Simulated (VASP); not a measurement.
# BiH3Pb (P6mm) in VASP: a series of runs, part 2 of 2

VASP 6.6.1.

**4. Relaxation of cell and atoms, PBE**

INCAR reads:

```
SYSTEM = BiH3Pb
ALGO = Fast
EDIFF = 1E-7
EDIFFG = -0.01
ENCUT = 600
GGA = PE
IBRION = 2
ISIF = 3
ISMEAR = 0
LASPH = .True.
LCHARG = .False.
LREAL = .False.
LWAVE = .False.
NELM = 80
NSW = 100
PREC = Accurate
SIGMA = 0.1
```

KPOINTS reads:

```
k-points
0
Gamma
  12 12 6
  0 0 0
```

POSCAR reads:

```
BiH3Pb
1.0
    3.9187871363      0.0000000000      0.0000000000
   -1.9593935681      3.3937692120      0.0000000000
    0.0000000000      0.0000000000      6.8684611121
Bi H Pb
1 3 1
Direct
    0.0000000000      0.0000000000      0.6859337402
    0.5000000000      0.5000000000      0.5689431503
    0.5000000000      0.0000000000      0.5689431503
    0.0000000000      0.5000000000      0.5689431503
    0.0000000000      0.0000000000      0.1819025490
```

Potentials or basis: VASP PAW PBE potentials, release 64 (Bi_d, H, Pb_d).

Launch:

```sh
> cat potpaw_PBE.64/Bi_d/POTCAR potpaw_PBE.64/H/POTCAR potpaw_PBE.64/Pb_d/POTCAR > POTCAR
> mpirun -np 1 vasp_std > vasp.out
```

OUTCAR:

```text
SYSTEM = BiH3Pb
   EDIFF = 1E-7
   EDIFFG = -0.01
   ENCUT = 600
   GGA = PE
   IBRION = 2
   ISIF = 3
   ISMEAR = 0
   LASPH = .True.
   LREAL = .False.
   NELM = 80
   NSW = 100
   PREC = Accurate

 ion  position               nearest neighbor table
   1  0.000  0.000  0.686-   4 2.12   4 2.12   2 2.12   2 2.12   3 2.12   3 2.12   5 3.41   5 3.46

   2  0.500  0.500  0.569-   1 2.12   1 2.12
   3  0.500  0.000  0.569-   1 2.12   1 2.12
   4  0.000  0.500  0.569-   1 2.12   1 2.12
   5  0.000  0.000  0.182-   1 3.41   1 3.46

  LATTYP: Found a hexagonal cell.
 ALAT       =     3.9187871363
 C/A-ratio  =     1.7527007396

  Lattice vectors:

 A1 = (   3.9187871363,   0.0000000000,   0.0000000000)
 A2 = (  -1.9593935681,   3.3937692120,   0.0000000000)
 A3 = (   0.0000000000,   0.0000000000,   6.8684611121)
[... 345 lines left out ...]
  ---------------------------------------------------
  free energy    TOTEN  =       -13.95301312 eV

  energy without entropy =      -13.94481041  energy(sigma->0) =      -13.94891176

 E-fermi :   4.7543     XC(G=0):  -9.0423

 val. band max:        4.7458048455   @ k =   0.1667   0.1667   0.3333
 cond. band min:       4.7568655512   @ k =   0.3333   0.2500   0.1667
 fundamental gap:      0.0110607056
 Fermi energy:         4.7542745093

 k-point     1 :       0.0000    0.0000    0.0000
  band No.  band energies     occupation
      1     -18.5917      2.00000
      2     -18.5917      2.00000
      3     -18.5771      2.00000
      4     -18.5321      2.00000
      5     -18.5321      2.00000
      6     -12.4711      2.00000
[... 541 lines left out ...]
     19       7.7413      0.00000
     20       8.0150      0.00000

 [... further k-points ...]

------------------------ aborting loop because EDIFF is reached ----------------------------------------

  FORCE on cell =-STRESS in cart. coord.  units (eV):
  Direction    XX          YY          ZZ          XY          YZ          ZX
  --------------------------------------------------------------------------------------
  -------------------------------------------------------------------------------------
  Total        0.0198516      0.0198516      0.0247060      0.0000000      0.0000000     -0.0000000
  in kB        0.3532500      0.3532500      0.4396322      0.0000000      0.0000000     -0.0000000
  external PRESSURE =       0.3820441 kB  Pullay stress =       0.0000000 kB
[... 20 lines left out ...]
  FREE ENERGIE OF THE ION-ELECTRON SYSTEM (eV)
  ---------------------------------------------------
  free  energy   TOTEN  =       -13.9530131172 eV

  energy  without entropy=      -13.9448104093  energy(sigma->0) =      -13.94891176

 reached required accuracy - stopping structural energy minimisation
```

CONTCAR:

```text
BiH3Pb
   1.00000000000000
     3.8759642249015078   -0.0000000000006270   -0.0000000000000000
    -1.9379821124018433    3.3566834828671501    0.0000000000000000
     0.0000000000000000    0.0000000000000000    6.9204344070724373
  Bi              H               Pb
     1     3     1
Direct
     0.0000000000000000    0.0000000000000000    0.6917269556565575
     0.5000000000000000    0.5000000000000000    0.5677943464316161
     0.5000000000000000    0.0000000000000000    0.5677943464316161
     0.0000000000000000    0.5000000000000000    0.5677943464316161
     0.0000000000000000    0.0000000000000000    0.1795557451485962

  0.00000000E+00  0.00000000E+00  0.00000000E+00
  0.00000000E+00  0.00000000E+00  0.00000000E+00
  0.00000000E+00  0.00000000E+00  0.00000000E+00
  0.00000000E+00  0.00000000E+00  0.00000000E+00
  0.00000000E+00  0.00000000E+00  0.00000000E+00
```

It took 8.5 min on 1 thread of Oxide Virtual Turin-like, shared host; peak memory 0.34 GiB.

Results:

- Free energy: -13.9530 eV
- Relaxed volume: 18.01 Å³/atom
- Relaxed cell: a = 3.876 Å, b = 3.876 Å, c = 6.920 Å, α = 90.00°, β = 90.00°, γ = 120.00°
- Space group after relaxing (to 0.1 Å): P6mm (No. 183)
- Energy gained by relaxing: 1.9 meV/atom
- Ionic steps: 5
- Pressure after relaxing: 0.0 GPa
- Largest force after relaxing: 0.005 eV/Å
- Band gap on the k mesh: zero (bands 16 and 17 overlap by 1.54 eV)

Forces in eV/Å, atoms in the order of the input:
```
Bi   0.000  0.000  0.002
H    0.000  0.000  0.001
H    0.000  0.000  0.001
H    0.000  0.000  0.001
Pb   0.000  0.000 -0.005
```

The path:
```tsv
step	energy change (eV)	largest force (eV/Å)	pressure (GPa)	volume (Å³)
1	0.0000	0.2340	-0.13	91.35
2	-0.0042	0.1562	-0.17	91.16
3	-0.0085	0.0163	-0.24	90.77
4	-0.0087	0.0486	-0.26	90.66
5	-0.0093	0.0055	0.04	90.04
```

Final structure:
```xyz
5
Lattice="3.8760 0.0000 0.0000 -1.9380 3.3567 0.0000 0.0000 0.0000 6.9204" Properties=species:S:1:pos:R:3 pbc="T T T"
Bi    0.0000    0.0000    4.7871
H     0.9690    1.6783    3.9294
H     1.9380    0.0000    3.9294
H    -0.9690    1.6783    3.9294
Pb    0.0000    0.0000    1.2426
```

Levels at points of the mesh, in eV from the Fermi level:
| k point | band 12 | band 13 | band 14 | band 15 | band 16 | band 17 | band 18 | band 19 | band 20 |
| --- | --- | --- | --- | --- | --- | --- | --- | --- | --- |
| (0.00, 0.00, 0.00) | -9.10 | -5.62 | 0.06 | 0.06 | 0.38 | 1.28 | 1.28 | 3.55 | 4.76 |
| (0.50, 0.00, 0.00) | -7.81 | -7.55 | -3.63 | -2.84 | -1.89 | -0.33 | 0.91 | 2.75 | 4.54 |
| (0.00, 0.00, 0.50) | -9.53 | -4.29 | -0.94 | 0.06 | 0.06 | 1.39 | 1.39 | 2.25 | 4.42 |
| (0.50, 0.00, 0.50) | -7.94 | -7.78 | -2.81 | -2.59 | -2.32 | 0.64 | 1.24 | 2.35 | 2.39 |

Caveat: spin-orbit coupling is left out, which moves the levels of the heavy elements.

**5. Summary**

| task | cell | k mesh | cutoff (eV) | gap on the mesh (eV) | pressure (GPa) | largest force (eV/Å) |
| --- | --- | --- | --- | --- | --- | --- |
| single point | a = 3.919, b = 3.919, c = 6.868 Å, angles 90.0, 90.0, 120.0°, 5 atoms, atomic positions A | 6 × 6 × 4 | 520 | none | -0.1 | 0.01 |
| single point | a = 3.878, b = 3.878, c = 6.932 Å, angles 90.0, 90.0, 120.0°, 5 atoms, atomic positions B | 12 × 12 × 6 | 520 | none | -0.1 | 0.01 |
| relaxation of cell and atoms | relaxed from a = 3.919, b = 3.919, c = 6.868 Å, angles 90.0, 90.0, 120.0°, 5 atoms, atomic positions A | 12 × 12 × 6 | 600 | none | 0.0 | 0.01 |

Alike in all rows: level PBE; potentials or basis VASP PAW PBE potentials, release 64 (Bi_d, H, Pb_d); no spin polarisation; smearing gaussian 0.1 eV.

Caveats: spin-orbit coupling is left out, which moves the levels of the heavy elements.

Total energies depend on the potentials used, so only differences within one code and one set of settings carry meaning.

The gap in the log of VASP goes by the Fermi energy; the results here count the filled bands.